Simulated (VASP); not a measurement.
# SrTiO3 (P4mm) in VASP: a series of runs

The runs below take SrTiO3 through single point, with PBE.

All numbers are computed with VASP 6.6.1; they aren't measurements. Logs are shortened: lines on timing, memory, paths and dates and some standing lists are left out, and cuts for length are marked.

## Step 1: The cell of the first run

It takes space group P4mm (No. 99, tetragonal). Conventional cell: a = 3.936 Å, b = 3.936 Å, c = 3.936 Å, α = 90.00°, β = 90.00°, γ = 90.00°. Within 3.4 Å of Sr (site symmetry 4mm) lie 12 O at 2.57 to 3.02 Å and 4 Ti at 3.26 Å. Ti (site symmetry 4mm) has 6 O at 1.95 to 1.98 Å within 2.6 Å. O (site symmetry 4mm) has 2 Ti at 1.95 to 1.98 Å within 2.6 Å. Within 2.6 Å of O (site symmetry 2mm) lie 2 Ti at 1.97 Å and 2 Sr at 2.57 Å.

## Step 2: Single point, PBE (atoms displaced along a vibrational mode)

Contents of INCAR:

```
PREC = Accurate
ENCUT = 520
EDIFF = 1E-6
ISMEAR = 0
SIGMA = 0.05
LREAL = False
LASPH = True
NELM = 80
ALGO = Normal
ISIF = 2
LWAVE = False
LCHARG = True
GGA = PE
LELF = True
LVHAR = True
NBANDS = 28
```

Contents of KPOINTS:

```
Automatic mesh
0
Gamma
  8 8 8
```

Contents of POSCAR:

```
SrTiO3
1.0
    3.9364094381      0.0000000000      0.0000000000
    0.0000000000      3.9364094381      0.0000000000
    0.0000000000      0.0000000000      3.9364094381
Sr Ti O
1 1 3
Direct
    0.0387057305      0.0000000000      0.0000000000
    0.4690098189      0.5000000000      0.5000000000
   -0.0347565896      0.5000000000      0.5000000000
    0.4577499083      0.0000000000      0.5000000000
    0.4577499083      0.5000000000      0.0000000000
```

Potentials or basis: VASP PAW PBE potentials, release 64 (Sr_sv, Ti_sv, O).

Launch:

```console
$ cat potpaw_PBE.64/Sr_sv/POTCAR potpaw_PBE.64/Ti_sv/POTCAR potpaw_PBE.64/O/POTCAR > POTCAR
$ mpirun -np 1 vasp_std > vasp.out
```

OUTCAR:

```text
PREC = Accurate
   ENCUT = 520
   EDIFF = 1E-6
   ISMEAR = 0
   LREAL = False
   LASPH = True
   NELM = 80
   ISIF = 2
   GGA = PE

 ion  position               nearest neighbor table
   1  0.039  0.000  0.000-   4 2.57   5 2.57   4 2.57   5 2.57   3 2.80   3 2.80   3 2.80   3 2.80
                             4 3.02   5 3.02   4 3.02   5 3.02   2 3.26   2 3.26   2 3.26   2 3.26
   2  0.469  0.500  0.500-   3 1.95   4 1.97   5 1.97   5 1.97   4 1.97   3 1.98   1 3.26   1 3.26
                             1 3.26   1 3.26   1 3.57   1 3.57   1 3.57   1 3.57
   3  0.965  0.500  0.500-   2 1.95   2 1.98   1 2.80   1 2.80   1 2.80   1 2.80
   4  0.458  0.000  0.500-   2 1.97   2 1.97   1 2.57   1 2.57   1 3.02   1 3.02
   5  0.458  0.500  0.000-   2 1.97   2 1.97   1 2.57   1 2.57   1 3.02   1 3.02

  LATTYP: Found a simple cubic cell.
 ALAT       =     3.9364094381

  Lattice vectors:

 A1 = (   3.9364094381,   0.0000000000,   0.0000000000)
 A2 = (   0.0000000000,   3.9364094381,   0.0000000000)
 A3 = (   0.0000000000,   0.0000000000,   3.9364094381)

Analysis of symmetry for initial positions (statically):
=====================================================================
 Subroutine PRICEL returns:
 Original cell was already a primitive cell.

 Routine SETGRP: Setting up the symmetry group for a
 simple cubic supercell.

 Subroutine GETGRP returns: Found  8 space group operations
 (whereof  8 operations were pure point group operations)
 out of a pool of 48 trial point group operations.

The static configuration has the point symmetry C_4v.

Analysis of symmetry for dynamics (positions and initial velocities):
=====================================================================
 Subroutine PRICEL returns:
 Original cell was already a primitive cell.

 Routine SETGRP: Setting up the symmetry group for a
 simple cubic supercell.

 Subroutine GETGRP returns: Found  8 space group operations
 (whereof  8 operations were pure point group operations)
 out of a pool of 48 trial point group operations.

The dynamic configuration has the point symmetry C_4v.

 Subroutine INISYM returns: Found  8 space group operations
 (whereof  8 operations are pure point group operations),
 and found     1 'primitive' translations

----------------------------------------------------------------------------------------

                                     Primitive cell

  volume of cell :      60.9959

  direct lattice vectors                    reciprocal lattice vectors
     3.936409438  0.000000000  0.000000000     0.254038615  0.000000000  0.000000000
     0.000000000  3.936409438  0.000000000     0.000000000  0.254038615  0.000000000
     0.000000000  0.000000000  3.936409438     0.000000000  0.000000000  0.254038615

  length of vectors
     3.936409438  3.936409438  3.936409438     0.254038615  0.254038615  0.254038615

  position of ions in fractional coordinates (direct lattice)
     0.038705730  0.000000000  0.000000000
     0.469009819  0.500000000  0.500000000
     0.965243410  0.500000000  0.500000000
     0.457749908  0.000000000  0.500000000
     0.457749908  0.500000000  0.000000000

  ion indices of the primitive-cell ions
   primitive index   ion index
                 1           1
                 2           2
                 3           3
                 4           4
                 5           5

----------------------------------------------------------------------------------------

 KPOINTS: Automatic mesh

Automatic generation of k-mesh.
 Grid dimensions read from file:
 generate k-points for:    8    8    8

 Generating k-lattice:

  Cartesian coordinates                     Fractional coordinates (reciprocal lattice)
     0.031754827  0.000000000  0.000000000     0.125000000  0.000000000  0.000000000
     0.000000000  0.031754827  0.000000000     0.000000000  0.125000000  0.000000000
     0.000000000  0.000000000  0.031754827     0.000000000  0.000000000  0.125000000

  Length of vectors
     0.031754827  0.031754827  0.031754827

  Shift w.r.t. Gamma in fractional coordinates (k-lattice)
     0.000000000  0.000000000  0.000000000

 Subroutine IBZKPT returns following result:
 ===========================================

 Found     75 irreducible k-points:

 Following reciprocal coordinates:
            Coordinates               Weight
  0.000000  0.000000  0.000000      1.000000
  0.125000  0.000000  0.000000      2.000000
  0.000000  0.125000  0.000000      4.000000
  0.250000  0.000000  0.000000      2.000000
  0.000000  0.250000  0.000000      4.000000
  0.375000  0.000000  0.000000      2.000000
[... 16 lines left out ...]
  0.375000  0.250000  0.000000      8.000000
  0.000000  0.375000  0.250000      8.000000
 [... further k-points ...]
   k-points           NKPTS =     75   k-points in BZ     NKDIM =     75   number of bands    NBANDS=     28
   number of dos      NEDOS =    301   number of ions     NIONS =      5
   total plane-waves  NPLWV =  27000
   dimension x,y,z NGX =    30 NGY =   30 NGZ =   30
   dimension x,y,z NGXF=    60 NGYF=   60 NGZF=   60
   ions per type =               1   1   3
   NGX,Y,Z   is equivalent  to a cutoff of  12.67, 12.67, 12.67 a.u.
   NGXF,Y,Z  is equivalent  to a cutoff of  25.34, 25.34, 25.34 a.u.
 SYSTEM =  unknown system
   PREC   = accura    normal or accurate (medium, high low for compatibility)
   ISTART =      0    job   : 0-new  1-cont  2-samecut
   ICHARG =      2    charge: 1-file 2-atom 10-const
   ISPIN  =      1    spin polarized calculation?
   LNONCOLLINEAR =      F non collinear calculations
   LSORBIT =      F    spin-orbit coupling
   LASPH  =      T    aspherical Exc in radial PAW
   ENCUT  =  520.0 eV  38.22 Ry    6.18 a.u.   7.32  7.32  7.32*2*pi/ulx,y,z
   NELM   =     80;   NELMIN=  2; NELMDL= -5     # of ELM steps
   EDIFF  = 0.1E-05   stopping-criterion for ELM
   LREAL  =      F    real-space projection
   EDIFFG = 0.1E-04   stopping-criterion for IOM
   NSW    =      0    number of steps for IOM
   IBRION =     -1    ionic relax: 0-MD 1-quasi-New 2-CG
   NFREE  =      0    steps in history (QN), initial steepest desc. (CG)
   ISIF   =      2    stress and relaxation
   ISYM   =      2    0-nonsym 1-usesym 2-fastsym
   POTIM  = 0.5000    time-step for ionic-motion
   TEBEG  =    0.0;   TEEND  =   0.0 temperature during run
   PSTRESS=    0.0 pullay stress
   NELECT =      40.0000    total number of electrons
   NUPDOWN=      -1.0000    fix difference up-down
   EMIN   =  10.00;   EMAX   =-10.00  energy-range for DOS
   EFERMI =   0.00;   METHOD = LEGACY
   ISMEAR =     0;   SIGMA  =   0.05  broadening in eV -4-tet -1-fermi 0-gaus
   EFERMI_NEDOS =   21; number of points for ismear=-14 and -15
   IALGO  =     38    algorithm
   IMIX   =      4    mixing-type and parameters
     AMIX     =   0.40;   BMIX     =  1.00
     AMIX_MAG =   1.60;   BMIX_MAG =  1.00
  volume/ion in A,a.u.               =      12.20        82.32
  Fermi-wavevector in a.u.,A,eV,Ry     =   1.422311  2.687778 27.524158  2.022969
  Thomas-Fermi vector in A             =   2.543028
   LORBIT       =      0    0 simple, 1 ext, 2 COOP (PROOUT), +10 PAW based schemes
   GGA     = PE    functional components
   LHFCALC =     F    Hartree Fock is set to
   AEXX    =    0.0000 exact exchange contribution
   IVDW    =     0    specifies the selected vdW correction
   LEPSILON=     F    determine dielectric tensor
   LRPA    =     F    only Hartree local field effects (RPA)
 non-spin polarized calculation
 Gauss-broadening in eV      SIGMA  =   0.05
  energy-cutoff  :      520.00
  volume of cell :       61.00
 maximum number of plane-waves:      1671
 NGX is ok and might be reduce to    30
   NGX = 15   NGY = 15   NGZ = 15

 number of electron      39.9999994 magnetization

 Free energy of the ion-electron system (eV)
  ---------------------------------------------------
  ext. energy  EPLUGINS =         0.00000000
  ---------------------------------------------------
  free energy    TOTEN  =       -39.96055615 eV

  energy without entropy =      -39.96055615  energy(sigma->0) =      -39.96055615

 E-fermi :   4.2779     XC(G=0): -11.1172

 val. band max:        3.9119058047   @ k =   0.5000   0.5000   0.5000
 cond. band min:       5.6768992516   @ k =   0.0000   0.0000   0.0000
 fundamental gap:      1.7649934469
 Fermi energy:         4.2778688528

 k-point     1 :       0.0000    0.0000    0.0000
  band No.  band energies     occupation
      1     -52.6483      2.00000
      2     -28.8874      2.00000
      3     -28.8874      2.00000
      4     -28.8801      2.00000
      5     -28.7594      2.00000
      6     -13.4853      2.00000
[... 20 lines left out ...]
     27       9.7378      0.00000
     28       9.9636      0.00000

 k-point     2 :       0.1250    0.0000    0.0000
  band No.  band energies     occupation
      1     -52.6481      2.00000
      2     -28.8986      2.00000
      3     -28.8870      2.00000
      4     -28.8870      2.00000
      5     -28.7470      2.00000
      6     -13.5005      2.00000
[... 20 lines left out ...]
     27       9.9940      0.00000
     28      10.3159      0.00000

 k-point     3 :       0.0000    0.1250    0.0000
  band No.  band energies     occupation
      1     -52.6481      2.00000
      2     -28.9140      2.00000
      3     -28.8870      2.00000
      4     -28.8729      2.00000
      5     -28.7456      2.00000
      6     -13.4830      2.00000
[... 20 lines left out ...]
     27       9.9746      0.00000
     28      10.3120      0.00000

 k-point     4 :       0.2500    0.0000    0.0000
  band No.  band energies     occupation
      1     -52.6476      2.00000
      2     -28.9356      2.00000
      3     -28.8861      2.00000
      4     -28.8861      2.00000
      5     -28.7248      2.00000
      6     -13.5668      2.00000
[... 578 lines left out ...]
     27      11.3264      0.00000
     28      11.6917      0.00000

 k-point    23 :       0.3750    0.2500    0.0000
  band No.  band energies     occupation
      1     -52.6465      2.00000
      2     -28.9555      2.00000
      3     -28.9180      2.00000
      4     -28.8839      2.00000
      5     -28.7082      2.00000
      6     -13.4142      2.00000
[... 20 lines left out ...]
     27      11.8792      0.00000
     28      12.4899      0.00000

 k-point    24 :       0.0000    0.3750    0.2500
  band No.  band energies     occupation
      1     -52.6465      2.00000
      2     -28.9695      2.00000
      3     -28.9198      2.00000
      4     -28.8644      2.00000
      5     -28.7115      2.00000
      6     -13.3433      2.00000
[... 20 lines left out ...]
     27      11.9520      0.00000
     28      12.1070      0.00000

 [... further k-points ...]
[... 5 lines left out ...]
  --------------------------------------------------------------------------------------
  -------------------------------------------------------------------------------------
  Total        1.0286280      1.0649468      1.0649468      0.0000000     -0.0000000      0.0000000
  in kB       27.0189300     27.9729136     27.9729136      0.0000000     -0.0000000      0.0000000
  external PRESSURE =      27.6549191 kB  Pullay stress =       0.0000000 kB

 VOLUME and BASIS-vectors are now :
 -----------------------------------------------------------------------------
  energy-cutoff  :      520.00
  volume of cell :       61.00
      direct lattice vectors                 reciprocal lattice vectors
     3.936409438  0.000000000  0.000000000     0.254038615  0.000000000  0.000000000
     0.000000000  3.936409438  0.000000000     0.000000000  0.254038615  0.000000000
     0.000000000  0.000000000  3.936409438     0.000000000  0.000000000  0.254038615

 POSITION                                       TOTAL-FORCE (eV/Angst)
 -----------------------------------------------------------------------------------
      0.15236      0.00000      0.00000        -1.091003      0.000000     -0.000000
      1.84621      1.96820      1.96820         0.805790      0.000000      0.000000
      3.79959      1.96820      1.96820        -0.027368     -0.000000     -0.000000
      1.80189      0.00000      1.96820         0.156290      0.000000      0.000000
      1.80189      1.96820      0.00000         0.156290     -0.000000     -0.000000
 -----------------------------------------------------------------------------------
    total drift:                                0.000553     -0.000000      0.000001

  FREE ENERGIE OF THE ION-ELECTRON SYSTEM (eV)
  ---------------------------------------------------
  free  energy   TOTEN  =       -39.9605561506 eV

  energy  without entropy=      -39.9605561506  energy(sigma->0) =      -39.96055615
```

Run time: 56 s. Hardware: 1 thread of Intel Xeon 6975P-C (Granite Rapids), shared host; peak memory 0.26 GiB.

Results:

```yaml
Free_energy: -39.9606 eV
Pressure: 2.8 GPa
Largest_force: 1.091 eV/Å
Band_gap_on_the_k_mesh: 1.76 eV (least direct gap 2.14 eV)
```

Forces in eV/Å, atoms in the order of the input:
```
Sr  -1.091  0.000  0.000
Ti   0.806  0.000  0.000
O   -0.027  0.000  0.000
O    0.156  0.000  0.000
O    0.156  0.000  0.000
```

Stress tensor (GPa, compression positive):
```
2.70 0.00 0.00
0.00 2.80 0.00
0.00 0.00 2.80
```

Caveat: the cell differs from its parent crystal (atoms displaced along a vibrational mode); forces of over 1 eV/Å act on the atoms, so gaps and moduli don't describe the material at rest.

## Step 3: Single point, PBE (atoms displaced along a vibrational mode)

Contents of INCAR:

```
ALGO = Normal
EDIFF = 1E-6
ENCUT = 520
GGA = PE
ISIF = 2
ISMEAR = 0
LASPH = T
LCHARG = T
LELF = T
LREAL = F
LVHAR = T
LWAVE = F
NBANDS = 28
NELM = 60
PREC = Accurate
SIGMA = 0.05
```

Contents of KPOINTS:

```
k-points
0
Gamma
  8 8 8
```

Contents of POSCAR:

```
SrTiO3
1.0
    3.9364094381      0.0000000000      0.0000000000
    0.0000000000      3.9364094381      0.0000000000
    0.0000000000      0.0000000000      3.9364094381
Sr Ti O
1 1 3
Direct
   -0.0092564412      0.0000000000      0.0000000000
    0.5275403157      0.5000000000      0.5000000000
   -0.0144280243      0.5000000000      0.5000000000
    0.4913623053      0.0000000000      0.5000000000
    0.4913623053      0.5000000000      0.0000000000
```

Potentials or basis: VASP PAW PBE potentials, release 64 (Sr_sv, Ti_sv, O).

Launch:

```console
$ cat potpaw_PBE.64/Sr_sv/POTCAR potpaw_PBE.64/Ti_sv/POTCAR potpaw_PBE.64/O/POTCAR > POTCAR
$ mpirun -np 1 vasp_std > vasp.out
```

It took 60 s on 1 thread of Intel Xeon 6975P-C (Granite Rapids), shared host; peak memory 0.26 GiB.

Results (log left out):

```
Free energy            : -40.0614 eV
Pressure               : 2.6 GPa
Largest force          : 0.931 eV/Å
Band gap on the k mesh : 1.85 eV (least direct gap 2.43 eV)
```

Forces on the atoms (eV/Å):
```
Sr   0.397  0.000  0.000
Ti  -0.931  0.000  0.000
O    0.607  0.000  0.000
O   -0.037  0.000  0.000
O   -0.037  0.000  0.000
```

Stress tensor (GPa, compression positive):
```
5.45 0.00 0.00
0.00 1.11 0.00
0.00 0.00 1.11
```

Levels at points of the mesh, in eV from the valence-band top:
| k point | band 18 | band 19 | band 20 | band 21 | band 22 | band 23 |
| --- | --- | --- | --- | --- | --- | --- |
| (0.00, 0.00, 0.00) | -0.70 | -0.58 | -0.58 | 1.85 | 2.27 | 2.27 |
| (0.50, 0.00, 0.00) | -1.98 | -0.74 | -0.74 | 2.02 | 3.86 | 3.86 |
| (0.00, 0.50, 0.00) | -1.89 | -1.18 | -0.98 | 2.42 | 3.67 | 3.75 |
| (0.50, 0.50, 0.00) | -1.57 | -1.55 | -0.26 | 3.69 | 3.87 | 4.18 |
| (0.00, 0.50, 0.50) | -1.80 | -1.80 | -0.09 | 3.76 | 3.76 | 4.12 |
| (0.50, 0.50, 0.50) | -0.17 | -0.17 | 0.00 | 4.30 | 4.36 | 4.36 |

Caveat: the cell differs from its parent crystal (atoms displaced along a vibrational mode). A k mesh can miss the band edges.
